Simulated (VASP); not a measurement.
# WS2 in VASP: single point with PBEsol

Aim: the single point of WS2 with PBEsol.

All numbers are computed with VASP 6.6.1; they aren't measurements. Logs are shortened: lines on timing, memory, paths and dates and some standing lists are left out, and cuts for length are marked.

### Step 1. The cell of the first run

The cell holds a slab with vacuum, 6 atoms: a = 2.882 Å, b = 2.882 Å, c = 28.072 Å, α = 90.00°, β = 90.00°, γ = 120.00°.

### Step 2. Single point, PBEsol

The input, INCAR:

```
SYSTEM = WS2
PREC = Accurate
ENCUT = 520
EDIFF = 1E-6
ISMEAR = 0
SIGMA = 0.05
LREAL = .FALSE.
LASPH = .TRUE.
NELM = 60
ALGO = Normal
ISIF = 2
LWAVE = .FALSE.
LCHARG = .FALSE.
GGA = PS
NBANDS = 35
```

The input, KPOINTS:

```
regular mesh
0
G
  12 12 2
  0 0 0
```

The input, POSCAR:

```
WS2
1.0
    2.8824463055      0.0000000000      0.0000000000
   -1.4412231527      2.4962717256      0.0000000000
    0.0000000000      0.0000000000     28.0721039249
W S
2 4
Direct
    0.3333333333      0.6666666667      0.6345758579
    0.6666666667      0.3333333333      0.3654241421
    0.3333333333      0.6666666667      0.2989469828
    0.6666666667      0.3333333333      0.5680493466
    0.3333333333      0.6666666667      0.4319506534
    0.6666666667      0.3333333333      0.7010530172
```

Potentials or basis: VASP PAW PBE potentials, release 64 (W_sv, S).

Run with:

```
> cat potpaw_PBE.64/W_sv/POTCAR potpaw_PBE.64/S/POTCAR > POTCAR
> mpirun -np 1 vasp_std > vasp.out
```

OUTCAR:

```text
SYSTEM = WS2
   PREC = Accurate
   ENCUT = 520
   EDIFF = 1E-6
   ISMEAR = 0
   LREAL = .FALSE.
   LASPH = .TRUE.
   NELM = 60
   ISIF = 2
   GGA = PS

 ion  position               nearest neighbor table
   1  0.333  0.667  0.635-   6 2.50   6 2.50   6 2.50   4 2.50   4 2.50   4 2.50
   2  0.667  0.333  0.365-   3 2.50   3 2.50   3 2.50   5 2.50   5 2.50   5 2.50
   3  0.333  0.667  0.299-   2 2.50   2 2.50   2 2.50
   4  0.667  0.333  0.568-   1 2.50   1 2.50   1 2.50
   5  0.333  0.667  0.432-   2 2.50   2 2.50   2 2.50
   6  0.667  0.333  0.701-   1 2.50   1 2.50   1 2.50

  LATTYP: Found a hexagonal cell.
 ALAT       =     2.8824463055
 C/A-ratio  =     9.7389858994

  Lattice vectors:

 A1 = (   2.8824463055,   0.0000000000,   0.0000000000)
 A2 = (  -1.4412231527,   2.4962717256,   0.0000000000)
 A3 = (   0.0000000000,   0.0000000000,  28.0721039249)

Analysis of symmetry for initial positions (statically):
=====================================================================
 Subroutine PRICEL returns:
 Original cell was already a primitive cell.

 Routine SETGRP: Setting up the symmetry group for a
 hexagonal supercell.

 Subroutine GETGRP returns: Found 12 space group operations
 (whereof 12 operations were pure point group operations)
 out of a pool of 24 trial point group operations.

The static configuration has the point symmetry D_3d.

Analysis of symmetry for dynamics (positions and initial velocities):
=====================================================================
 Subroutine PRICEL returns:
 Original cell was already a primitive cell.

 Routine SETGRP: Setting up the symmetry group for a
 hexagonal supercell.

 Subroutine GETGRP returns: Found 12 space group operations
 (whereof 12 operations were pure point group operations)
 out of a pool of 24 trial point group operations.

The dynamic configuration has the point symmetry D_3d.

 Subroutine INISYM returns: Found 12 space group operations
 (whereof 12 operations are pure point group operations),
 and found     1 'primitive' translations

----------------------------------------------------------------------------------------

                                     Primitive cell

  volume of cell :     201.9892

  direct lattice vectors                    reciprocal lattice vectors
     2.882446305  0.000000000  0.000000000     0.346927538  0.200298707  0.000000000
    -1.441223153  2.496271726  0.000000000     0.000000000  0.400597415  0.000000000
     0.000000000  0.000000000 28.072103925     0.000000000  0.000000000  0.035622553

  length of vectors
     2.882446305  2.882446305 28.072103925     0.400597415  0.400597415  0.035622553

  position of ions in fractional coordinates (direct lattice)
     0.333333333  0.666666667  0.634575858
     0.666666667  0.333333333  0.365424142
     0.333333333  0.666666667  0.298946983
     0.666666667  0.333333333  0.568049347
     0.333333333  0.666666667  0.431950653
     0.666666667  0.333333333  0.701053017

  ion indices of the primitive-cell ions
   primitive index   ion index
                 1           1
                 2           2
                 3           3
                 4           4
                 5           5
                 6           6

----------------------------------------------------------------------------------------

 KPOINTS: regular mesh

Automatic generation of k-mesh.
 Grid dimensions read from file:
 generate k-points for:   12   12    2

 Generating k-lattice:

  Cartesian coordinates                     Fractional coordinates (reciprocal lattice)
     0.028910628  0.016691559  0.000000000     0.083333333 -0.000000000  0.000000000
     0.000000000  0.033383118  0.000000000     0.000000000  0.083333333  0.000000000
     0.000000000  0.000000000  0.017811276     0.000000000  0.000000000  0.500000000

  Length of vectors
     0.033383118  0.033383118  0.017811276

  Shift w.r.t. Gamma in fractional coordinates (k-lattice)
     0.000000000  0.000000000  0.000000000

 Subroutine IBZKPT returns following result:
 ===========================================

 Found     38 irreducible k-points:

 Following reciprocal coordinates:
            Coordinates               Weight
  0.000000  0.000000  0.000000      1.000000
  0.083333  0.000000  0.000000      6.000000
  0.166667  0.000000  0.000000      6.000000
  0.250000  0.000000  0.000000      6.000000
  0.333333  0.000000  0.000000      6.000000
  0.416667  0.000000  0.000000      6.000000
[... 16 lines left out ...]
  0.250000  0.000000  0.500000      6.000000
  0.333333  0.000000  0.500000      6.000000
 [... further k-points ...]
   k-points           NKPTS =     38   k-points in BZ     NKDIM =     38   number of bands    NBANDS=     35
   number of dos      NEDOS =    301   number of ions     NIONS =      6
   total plane-waves  NPLWV = 120960
   dimension x,y,z NGX =    24 NGY =   24 NGZ =  210
   dimension x,y,z NGXF=    48 NGYF=   48 NGZF=  420
   ions per type =               2   4
   NGX,Y,Z   is equivalent  to a cutoff of  13.84, 13.84, 12.44 a.u.
   NGXF,Y,Z  is equivalent  to a cutoff of  27.68, 27.68, 24.87 a.u.
 SYSTEM =  WS2
   PREC   = accura    normal or accurate (medium, high low for compatibility)
   ISTART =      0    job   : 0-new  1-cont  2-samecut
   ICHARG =      2    charge: 1-file 2-atom 10-const
   ISPIN  =      1    spin polarized calculation?
   LNONCOLLINEAR =      F non collinear calculations
   LSORBIT =      F    spin-orbit coupling
   LASPH  =      T    aspherical Exc in radial PAW
   ENCUT  =  520.0 eV  38.22 Ry    6.18 a.u.   5.36  5.36 52.20*2*pi/ulx,y,z
   NELM   =     60;   NELMIN=  2; NELMDL= -5     # of ELM steps
   EDIFF  = 0.1E-05   stopping-criterion for ELM
   LREAL  =      F    real-space projection
[... 7 lines left out ...]
   TEBEG  =    0.0;   TEEND  =   0.0 temperature during run
   PSTRESS=    0.0 pullay stress
   NELECT =      52.0000    total number of electrons
   NUPDOWN=      -1.0000    fix difference up-down
   EMIN   =  10.00;   EMAX   =-10.00  energy-range for DOS
   EFERMI =   0.00;   METHOD = LEGACY
   ISMEAR =     0;   SIGMA  =   0.05  broadening in eV -4-tet -1-fermi 0-gaus
   EFERMI_NEDOS =   21; number of points for ismear=-14 and -15
   IALGO  =     38    algorithm
   IMIX   =      4    mixing-type and parameters
     AMIX     =   0.40;   BMIX     =  1.00
     AMIX_MAG =   1.60;   BMIX_MAG =  1.00
  volume/ion in A,a.u.               =      33.66       227.18
  Fermi-wavevector in a.u.,A,eV,Ry     =   1.041438  1.968032 14.756774  1.084592
  Thomas-Fermi vector in A             =   2.176058
   LORBIT       =      0    0 simple, 1 ext, 2 COOP (PROOUT), +10 PAW based schemes
   GGA     = PS    functional components
   LHFCALC =     F    Hartree Fock is set to
   AEXX    =    0.0000 exact exchange contribution
   IVDW    =     0    specifies the selected vdW correction
   LEPSILON=     F    determine dielectric tensor
   LRPA    =     F    only Hartree local field effects (RPA)
 non-spin polarized calculation
 Gauss-broadening in eV      SIGMA  =   0.05
  energy-cutoff  :      520.00
  volume of cell :      201.99
 maximum number of plane-waves:      5516
 NGX is ok and might be reduce to    24
   NGX = 11   NGY = 11   NGZ =105

 number of electron      52.0000004 magnetization

 Free energy of the ion-electron system (eV)
  ---------------------------------------------------
  ext. energy  EPLUGINS =         0.00000000
  ---------------------------------------------------
  free energy    TOTEN  =       -47.45917275 eV

  energy without entropy =      -47.45745159  energy(sigma->0) =      -47.45831217

 E-fermi :   1.5862     XC(G=0):  -6.0816

 val. band max:        1.5783308963   @ k =   0.0000   0.0000   0.0000
 cond. band min:       1.6084858777   @ k =   0.1667   0.1667   0.5000
 fundamental gap:      0.0301549814
 Fermi energy:         1.5862448387

 k-point     1 :       0.0000    0.0000    0.0000
  band No.  band energies     occupation
      1     -72.7156      2.00000
      2     -72.7156      2.00000
      3     -37.1156      2.00000
      4     -37.1156      2.00000
      5     -36.4956      2.00000
      6     -36.4956      2.00000
[... 27 lines left out ...]
     34       4.8870      0.00000
     35       5.8487      0.00000

 k-point     2 :       0.0833    0.0000    0.0000
  band No.  band energies     occupation
      1     -72.7114      2.00000
      2     -72.7114      2.00000
      3     -37.1059      2.00000
      4     -37.1059      2.00000
      5     -36.5539      2.00000
      6     -36.5539      2.00000
[... 27 lines left out ...]
     34       5.0429      0.00000
     35       6.0405      0.00000

 k-point     3 :       0.1667    0.0000    0.0000
  band No.  band energies     occupation
      1     -72.6999      2.00000
      2     -72.6999      2.00000
      3     -37.0794      2.00000
      4     -37.0794      2.00000
      5     -36.7107      2.00000
      6     -36.7107      2.00000
[... 27 lines left out ...]
     34       5.3011      0.00000
     35       6.5181      0.00000

 k-point     4 :       0.2500    0.0000    0.0000
  band No.  band energies     occupation
      1     -72.6842      2.00000
      2     -72.6842      2.00000
      3     -37.0430      2.00000
      4     -37.0430      2.00000
      5     -36.9196      2.00000
      6     -36.9196      2.00000
[... 27 lines left out ...]
     34       5.4323      0.00000
     35       7.0461      0.00000

 k-point     5 :       0.3333    0.0000    0.0000
  band No.  band energies     occupation
      1     -72.6684      2.00000
      2     -72.6684      2.00000
      3     -37.1228      2.00000
      4     -37.1228      2.00000
      5     -37.0064      2.00000
      6     -37.0064      2.00000
[... 638 lines left out ...]
 k-point    22 :       0.1667    0.0000    0.5000
  band No.  band energies     occupation
      1     -72.6999      2.00000
      2     -72.6999      2.00000
      3     -37.0794      2.00000
      4     -37.0794      2.00000
      5     -36.7107      2.00000
      6     -36.7107      2.00000
[... 27 lines left out ...]
     34       5.3011      0.00000
     35       6.5618      0.00000

 k-point    23 :       0.2500    0.0000    0.5000
  band No.  band energies     occupation
      1     -72.6842      2.00000
      2     -72.6842      2.00000
      3     -37.0430      2.00000
      4     -37.0430      2.00000
      5     -36.9196      2.00000
      6     -36.9196      2.00000
[... 27 lines left out ...]
     34       5.4323      0.00000
     35       7.0550      0.00000

 k-point    24 :       0.3333    0.0000    0.5000
  band No.  band energies     occupation
      1     -72.6684      2.00000
      2     -72.6684      2.00000
      3     -37.1228      2.00000
      4     -37.1228      2.00000
      5     -37.0064      2.00000
      6     -37.0064      2.00000
[... 27 lines left out ...]
     34       5.4299      0.00000
     35       6.9858      0.00000

 [... further k-points ...]
[... 5 lines left out ...]
  --------------------------------------------------------------------------------------
  -------------------------------------------------------------------------------------
  Total       12.5316418     12.5316418    -23.5329864      0.0000000      0.0000000      0.0000000
  in kB       99.4009441     99.4009441   -186.6635754      0.0000000      0.0000000      0.0000000
  external PRESSURE =       4.0461042 kB  Pullay stress =       0.0000000 kB

 VOLUME and BASIS-vectors are now :
 -----------------------------------------------------------------------------
  energy-cutoff  :      520.00
  volume of cell :      201.99
      direct lattice vectors                 reciprocal lattice vectors
     2.882446305  0.000000000  0.000000000     0.346927538  0.200298707  0.000000000
    -1.441223153  2.496271726  0.000000000     0.000000000  0.400597415  0.000000000
     0.000000000  0.000000000 28.072103925     0.000000000  0.000000000  0.035622553

 POSITION                                       TOTAL-FORCE (eV/Angst)
 -----------------------------------------------------------------------------------
     -0.00000      1.66418     17.81388         0.000000      0.000000     -0.007982
      1.44122      0.83209     10.25822        -0.000000     -0.000000      0.007982
     -0.00000      1.66418      8.39207        -0.000000      0.000000      3.126613
      1.44122      0.83209     15.94634         0.000000      0.000000      3.107711
     -0.00000      1.66418     12.12576         0.000000     -0.000000     -3.107711
      1.44122      0.83209     19.68003         0.000000     -0.000000     -3.126613
 -----------------------------------------------------------------------------------
    total drift:                                0.000000      0.000000      0.000000

  FREE ENERGIE OF THE ION-ELECTRON SYSTEM (eV)
  ---------------------------------------------------
  free  energy   TOTEN  =       -47.4591727538 eV

  energy  without entropy=      -47.4574515878  energy(sigma->0) =      -47.45831217
```

It used 1300 s of CPU time on 1 thread of AMD EPYC 7R13 Processor (Zen 3), on a shared host.

What came out:

```yaml
Free_energy: -47.4592 eV
Largest_force: 3.127 eV/Å
Band_gap_on_the_k_mesh: 0.03 eV, indirect (least direct gap 0.88 eV)
```

Forces on the atoms (eV/Å):
```
W    0.000  0.000 -0.008
W    0.000  0.000  0.008
S    0.000  0.000  3.127
S    0.000  0.000  3.108
S    0.000  0.000 -3.108
S    0.000  0.000 -3.127
```

Levels at points of the mesh, in eV from the valence-band top:
| k point | band 23 | band 24 | band 25 | band 26 | band 27 | band 28 | band 29 | band 30 |
| --- | --- | --- | --- | --- | --- | --- | --- | --- |
| (0.00, 0.00, 0.00) | 0.00 | 0.00 | 0.00 | 0.00 | 2.81 | 2.81 | 2.82 | 2.82 |
| (0.50, 0.00, 0.00) | -1.91 | -1.87 | -0.37 | -0.35 | 2.04 | 2.16 | 2.66 | 2.92 |
| (0.00, 0.00, 0.50) | 0.00 | 0.00 | 0.00 | 0.00 | 2.81 | 2.81 | 2.82 | 2.82 |
| (0.50, 0.00, 0.50) | -1.91 | -1.87 | -0.37 | -0.35 | 2.04 | 2.16 | 2.66 | 2.92 |

Caveat: the PAW data sets were made with another functional, which shifts forces and pressure a little; spin-orbit coupling is left out, which moves the levels of the heavy elements.
